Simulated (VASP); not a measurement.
A run of VASP 6.6.1 is set up as follows.

Contents of INCAR:

```
PREC     = Accurate       # precision mode
ENCUT    = 520            # plane-wave cutoff, eV
EDIFF    = 1E-6           # SCF threshold, eV
ISMEAR   = -1             # smearing method
SIGMA    = 0.01           # smearing width, eV
LREAL    = F              # projectors in reciprocal space
LASPH    = T              # aspherical terms in the spheres
NELM     = 150            # most SCF steps
ALGO     = Normal         # electronic algorithm
ISIF     = 2              # what is computed and relaxed
LWAVE    = F              # write WAVECAR
LCHARG   = F              # write CHGCAR
ISPIN    = 2              # spin polarisation
MAGMOM   = 4              # initial moments
LORBIT   = 11             # projections on sites
LMAXMIX  = 4              # l up to which the mixer works
GGA      = PS             # functional
NBANDS   = 17             # bands
ISYM     = 0
```

Contents of KPOINTS:

```
regular mesh
0
Gamma
  1 1 1
```

File POSCAR:

```
W
1.0
   14.0000000000      0.0000000000      0.0000000000
    0.0000000000     14.4000000000      0.0000000000
    0.0000000000      0.0000000000     14.8000000000
W
1
Direct
    0.5000000000      0.5000000000      0.5000000000
```

Potentials or basis: VASP PAW PBE potentials, release 64 (W_sv).

Run with:

```bash
$ cat potpaw_PBE.64/W_sv/POTCAR > POTCAR
$ mpirun -np 1 vasp_gam > vasp.out
```

Q: Predict the pressure.

A: 0.0 GPa.

Q: Predict the band gap on the k mesh.

A: 1.57 eV.

Q: Predict the site moments.

A: W +3.94 μB.

Caveat: the PAW data sets were made with another functional, which shifts forces and pressure a little; spin-orbit coupling is left out, which moves the levels of the heavy elements.
